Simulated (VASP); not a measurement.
# Sn (Fd-3m) in VASP: further runs

Runs on Sn. Level: LDA. Tasks: single point, relaxation of volume and atoms at fixed shape.

All numbers are computed with VASP 6.6.1; they aren't measurements. Logs are shortened: lines on timing, memory, paths and dates and some standing lists are left out, and cuts for length are marked.

**1. The cell of the first run**

The structure is cubic, space group Fd-3m (No. 227). Conventional cell: a = 6.473 Å, b = 6.473 Å, c = 6.473 Å, α = 90.00°, β = 90.00°, γ = 90.00°. Within 3.7 Å of Sn (site symmetry -43m) lie 4 Sn at 2.80 Å.

This isn't the form of Sn at room conditions, which is tetragonal (white tin).

**2. Single point, LDA**

INCAR reads:

```
SYSTEM = Sn
PREC     = Accurate       ! precision mode
ENCUT    = 520            ! plane-wave cutoff, eV
EDIFF    = 1E-6           ! SCF threshold, eV
ISMEAR   = -1             ! smearing method
SIGMA    = 0.05           ! smearing width, eV
LREAL    = .False.        ! projectors in reciprocal space
LASPH    = .True.         ! aspherical terms in the spheres
NELM     = 100            ! most SCF steps
ALGO     = Normal         ! electronic algorithm
ISIF     = 2              ! what is computed and relaxed
LWAVE    = .False.        ! write WAVECAR
LCHARG   = .False.        ! write CHGCAR
NBANDS   = 21             ! bands
```

KPOINTS reads:

```
regular mesh
0
Gamma
  13 13 13
  0 0 0
```

POSCAR reads:

```
Sn
1.0
    0.0000000000      3.2367029352      3.2367029352
    3.2367029352      0.0000000000      3.2367029352
    3.2367029352      3.2367029352      0.0000000000
Sn
2
Direct
    0.0000000000      0.0000000000      0.0000000000
    0.2500000000      0.2500000000      0.2500000000
```

Potentials or basis: VASP PAW LDA potentials, release 64 (Sn_d).

Run with:

```sh
$ cat potpaw_LDA.64/Sn_d/POTCAR > POTCAR
$ mpirun -np 1 vasp_std > vasp.out
```

OUTCAR:

```text
SYSTEM = Sn
   PREC = Accurate
   ENCUT = 520
   EDIFF = 1E-6
   ISMEAR = -1
   LREAL = .False.
   LASPH = .True.
   NELM = 100
   ISIF = 2

 ion  position               nearest neighbor table
   1  0.000  0.000  0.000-   2 2.80   2 2.80   2 2.80   2 2.80
   2  0.250  0.250  0.250-   1 2.80   1 2.80   1 2.80   1 2.80

  LATTYP: Found a face centered cubic cell.
 ALAT       =     6.4734058704

  Lattice vectors:

 A1 = (   0.0000000000,   3.2367029352,   3.2367029352)
 A2 = (   3.2367029352,   0.0000000000,   3.2367029352)
 A3 = (   3.2367029352,   3.2367029352,   0.0000000000)

Analysis of symmetry for initial positions (statically):
=====================================================================
 Subroutine PRICEL returns:
 Original cell was already a primitive cell.

 Routine SETGRP: Setting up the symmetry group for a
 face centered cubic supercell.

 Subroutine GETGRP returns: Found 48 space group operations
 (whereof 24 operations were pure point group operations)
 out of a pool of 48 trial point group operations.

The static configuration has the point symmetry T_d .
 The point group associated with its full space group is O_h .

Analysis of symmetry for dynamics (positions and initial velocities):
=====================================================================
 Subroutine PRICEL returns:
 Original cell was already a primitive cell.

 Routine SETGRP: Setting up the symmetry group for a
 face centered cubic supercell.

 Subroutine GETGRP returns: Found 48 space group operations
 (whereof 24 operations were pure point group operations)
 out of a pool of 48 trial point group operations.

The dynamic configuration has the point symmetry T_d .
 The point group associated with its full space group is O_h .

 Subroutine INISYM returns: Found 48 space group operations
 (whereof 24 operations are pure point group operations),
 and found     1 'primitive' translations

----------------------------------------------------------------------------------------

                                     Primitive cell

  volume of cell :      67.8170

  direct lattice vectors                    reciprocal lattice vectors
     0.000000000  3.236702935  3.236702935    -0.154478187  0.154478187  0.154478187
     3.236702935  0.000000000  3.236702935     0.154478187 -0.154478187  0.154478187
     3.236702935  3.236702935  0.000000000     0.154478187  0.154478187 -0.154478187

  length of vectors
     4.577389188  4.577389188  4.577389188     0.267564068  0.267564068  0.267564068

  position of ions in fractional coordinates (direct lattice)
     0.000000000  0.000000000  0.000000000
     0.250000000  0.250000000  0.250000000

  ion indices of the primitive-cell ions
   primitive index   ion index
                 1           1
                 2           2

----------------------------------------------------------------------------------------

 KPOINTS: regular mesh

Automatic generation of k-mesh.
 Grid dimensions read from file:
 generate k-points for:   13   13   13

 Generating k-lattice:

  Cartesian coordinates                     Fractional coordinates (reciprocal lattice)
    -0.011882937  0.011882937  0.011882937     0.076923077  0.000000000  0.000000000
     0.011882937 -0.011882937  0.011882937     0.000000000  0.076923077  0.000000000
     0.011882937  0.011882937 -0.011882937     0.000000000  0.000000000  0.076923077

  Length of vectors
     0.020581851  0.020581851  0.020581851

  Shift w.r.t. Gamma in fractional coordinates (k-lattice)
     0.000000000  0.000000000  0.000000000

 Subroutine IBZKPT returns following result:
 ===========================================

 Found     84 irreducible k-points:

 Following reciprocal coordinates:
            Coordinates               Weight
  0.000000  0.000000  0.000000      1.000000
  0.076923  0.000000  0.000000      8.000000
  0.153846  0.000000  0.000000      8.000000
  0.230769  0.000000  0.000000      8.000000
  0.307692  0.000000  0.000000      8.000000
  0.384615  0.000000  0.000000      8.000000
[... 16 lines left out ...]
  0.384615  0.153846  0.000000     24.000000
  0.461538  0.153846  0.000000     24.000000
 [... further k-points ...]
   k-points           NKPTS =     84   k-points in BZ     NKDIM =     84   number of bands    NBANDS=     21
   number of dos      NEDOS =    301   number of ions     NIONS =      2
   total plane-waves  NPLWV =  46656
   dimension x,y,z NGX =    36 NGY =   36 NGZ =   36
   dimension x,y,z NGXF=    72 NGYF=   72 NGZF=   72
   ions per type =               2
   NGX,Y,Z   is equivalent  to a cutoff of  13.07, 13.07, 13.07 a.u.
   NGXF,Y,Z  is equivalent  to a cutoff of  26.15, 26.15, 26.15 a.u.
 SYSTEM =  Sn
   PREC   = accura    normal or accurate (medium, high low for compatibility)
   ISTART =      0    job   : 0-new  1-cont  2-samecut
   ICHARG =      2    charge: 1-file 2-atom 10-const
   ISPIN  =      1    spin polarized calculation?
   LNONCOLLINEAR =      F non collinear calculations
   LSORBIT =      F    spin-orbit coupling
   LASPH  =      T    aspherical Exc in radial PAW
   ENCUT  =  520.0 eV  38.22 Ry    6.18 a.u.   8.51  8.51  8.51*2*pi/ulx,y,z
   NELM   =    100;   NELMIN=  2; NELMDL= -5     # of ELM steps
   EDIFF  = 0.1E-05   stopping-criterion for ELM
   LREAL  =      F    real-space projection
   EDIFFG = 0.1E-04   stopping-criterion for IOM
   NSW    =      0    number of steps for IOM
   IBRION =     -1    ionic relax: 0-MD 1-quasi-New 2-CG
   NFREE  =      0    steps in history (QN), initial steepest desc. (CG)
   ISIF   =      2    stress and relaxation
   ISYM   =      2    0-nonsym 1-usesym 2-fastsym
   POTIM  = 0.5000    time-step for ionic-motion
   TEBEG  =    0.0;   TEEND  =   0.0 temperature during run
   PSTRESS=    0.0 pullay stress
   NELECT =      28.0000    total number of electrons
   NUPDOWN=      -1.0000    fix difference up-down
   EMIN   =  10.00;   EMAX   =-10.00  energy-range for DOS
   EFERMI =   0.00;   METHOD = LEGACY
   ISMEAR =    -1;   SIGMA  =   0.05  broadening in eV -4-tet -1-fermi 0-gaus
   EFERMI_NEDOS =   21; number of points for ismear=-14 and -15
   IALGO  =     38    algorithm
   IMIX   =      4    mixing-type and parameters
     AMIX     =   0.40;   BMIX     =  1.00
     AMIX_MAG =   1.60;   BMIX_MAG =  1.00
  volume/ion in A,a.u.               =      33.91       228.83
  Fermi-wavevector in a.u.,A,eV,Ry     =   1.219031  2.303634 20.218747  1.486036
  Thomas-Fermi vector in A             =   2.354297
   LORBIT       =      0    0 simple, 1 ext, 2 COOP (PROOUT), +10 PAW based schemes
   GGA     = CA    functional components
   LHFCALC =     F    Hartree Fock is set to
   AEXX    =    0.0000 exact exchange contribution
   IVDW    =     0    specifies the selected vdW correction
   LEPSILON=     F    determine dielectric tensor
   LRPA    =     F    only Hartree local field effects (RPA)
 non-spin polarized calculation
  energy-cutoff  :      520.00
  volume of cell :       67.82
 maximum number of plane-waves:      1844
 NGX is ok and might be reduce to    36
   NGX = 17   NGY = 17   NGZ = 17

 number of electron      28.0000006 magnetization

 Free energy of the ion-electron system (eV)
  ---------------------------------------------------
  ext. energy  EPLUGINS =         0.00000000
  ---------------------------------------------------
  free energy    TOTEN  =        -8.94334404 eV

  energy without entropy =       -8.94190604  energy(sigma->0) =       -8.94262504

 E-fermi :   5.4431     XC(G=0):  -9.2267

 val. band max:        5.4078865549   @ k =   0.0769   0.0000   0.0000
 cond. band min:       5.4440791300   @ k =   0.3846   0.0000   0.0000
 fundamental gap:      0.0361925752
 Fermi energy:         5.4431213428

 k-point     1 :       0.0000    0.0000    0.0000
  band No.  band energies     occupation
      1     -16.1833      2.00000
      2     -16.1833      2.00000
      3     -16.1833      2.00000
      4     -16.1206      2.00000
      5     -16.1206      2.00000
      6     -15.8022      2.00000
[... 13 lines left out ...]
     20      13.5045      0.00000
     21      13.5046      0.00000

 k-point     2 :       0.0769    0.0000    0.0000
  band No.  band energies     occupation
      1     -16.1882      2.00000
      2     -16.1882      2.00000
      3     -16.1818      2.00000
      4     -16.1138      2.00000
      5     -16.1138      2.00000
      6     -15.8143      2.00000
[... 13 lines left out ...]
     20      12.8866      0.00000
     21      12.8866      0.00000

 k-point     3 :       0.1538    0.0000    0.0000
  band No.  band energies     occupation
      1     -16.1982      2.00000
      2     -16.1982      2.00000
      3     -16.1775      2.00000
      4     -16.0990      2.00000
      5     -16.0990      2.00000
      6     -15.8300      2.00000
[... 13 lines left out ...]
     20      12.4270      0.00000
     21      12.4270      0.00000

 k-point     4 :       0.2308    0.0000    0.0000
  band No.  band energies     occupation
      1     -16.2075      2.00000
      2     -16.2075      2.00000
      3     -16.1715      2.00000
      4     -16.0833      2.00000
      5     -16.0833      2.00000
      6     -15.8438      2.00000
[... 13 lines left out ...]
     20      12.3133      0.00000
     21      12.3133      0.00000

 k-point     5 :       0.3077    0.0000    0.0000
  band No.  band energies     occupation
      1     -16.2144      2.00000
      2     -16.2144      2.00000
      3     -16.1649      2.00000
      4     -16.0705      2.00000
      5     -16.0705      2.00000
      6     -15.8539      2.00000
[... 13 lines left out ...]
     20      12.6134      0.00000
     21      12.6134      0.00000
[... 382 lines left out ...]
     20      12.4084      0.00000
     21      13.5854      0.00000

 k-point    22 :       0.3077    0.1538    0.0000
  band No.  band energies     occupation
      1     -16.2224      2.00000
      2     -16.2111      2.00000
      3     -16.1688      2.00000
      4     -16.0743      2.00000
      5     -16.0393      2.00000
      6     -15.9104      2.00000
[... 13 lines left out ...]
     20      12.8868      0.00000
     21      13.6292      0.00000

 k-point    23 :       0.3846    0.1538    0.0000
  band No.  band energies     occupation
      1     -16.2333      2.00000
      2     -16.2179      2.00000
      3     -16.1522      2.00000
      4     -16.0600      2.00000
      5     -16.0297      2.00000
      6     -15.9171      2.00000
[... 13 lines left out ...]
     20      13.2599      0.00000
     21      14.0657      0.00000

 k-point    24 :       0.4615    0.1538    0.0000
  band No.  band energies     occupation
      1     -16.2403      2.00000
      2     -16.2231      2.00000
      3     -16.1368      2.00000
      4     -16.0474      2.00000
      5     -16.0294      2.00000
      6     -15.9132      2.00000
[... 13 lines left out ...]
     20      14.3219      0.00000
     21      14.5264      0.00000

 [... further k-points ...]

------------------------ aborting loop because EDIFF is reached ----------------------------------------

  FORCE on cell =-STRESS in cart. coord.  units (eV):
  Direction    XX          YY          ZZ          XY          YZ          ZX
  --------------------------------------------------------------------------------------
  -------------------------------------------------------------------------------------
  Total        0.0130180      0.0130180      0.0130180      0.0000000      0.0000000     -0.0000000
  in kB        0.3075510      0.3075510      0.3075510      0.0000000      0.0000000     -0.0000000
  external PRESSURE =       0.3075510 kB  Pullay stress =       0.0000000 kB

 VOLUME and BASIS-vectors are now :
 -----------------------------------------------------------------------------
  energy-cutoff  :      520.00
  volume of cell :       67.82
      direct lattice vectors                 reciprocal lattice vectors
     0.000000000  3.236702935  3.236702935    -0.154478187  0.154478187  0.154478187
     3.236702935  0.000000000  3.236702935     0.154478187 -0.154478187  0.154478187
     3.236702935  3.236702935  0.000000000     0.154478187  0.154478187 -0.154478187

 POSITION                                       TOTAL-FORCE (eV/Angst)
 -----------------------------------------------------------------------------------
      0.00000      0.00000      0.00000        -0.000000     -0.000000     -0.000000
      1.61835      1.61835      1.61835         0.000000      0.000000      0.000000
 -----------------------------------------------------------------------------------
    total drift:                                0.000000      0.000000      0.000000

  FREE ENERGIE OF THE ION-ELECTRON SYSTEM (eV)
  ---------------------------------------------------
  free  energy   TOTEN  =        -8.9433440400 eV

  energy  without entropy=       -8.9419060398  energy(sigma->0) =       -8.94262504
```

Run time: 88 s. Hardware: 1 thread of Intel Xeon Platinum 8488C (Sapphire Rapids), shared host; peak memory 0.23 GiB.

What came out:

```
Free energy            : -8.9433 eV
Pressure               : 0.0 GPa
Band gap on the k mesh : zero (bands 14 and 15 overlap by 0.16 eV)
```

Caveat: spin-orbit coupling is left out, which moves the levels of the heavy elements.

(Part 1 of 2 ends here.)
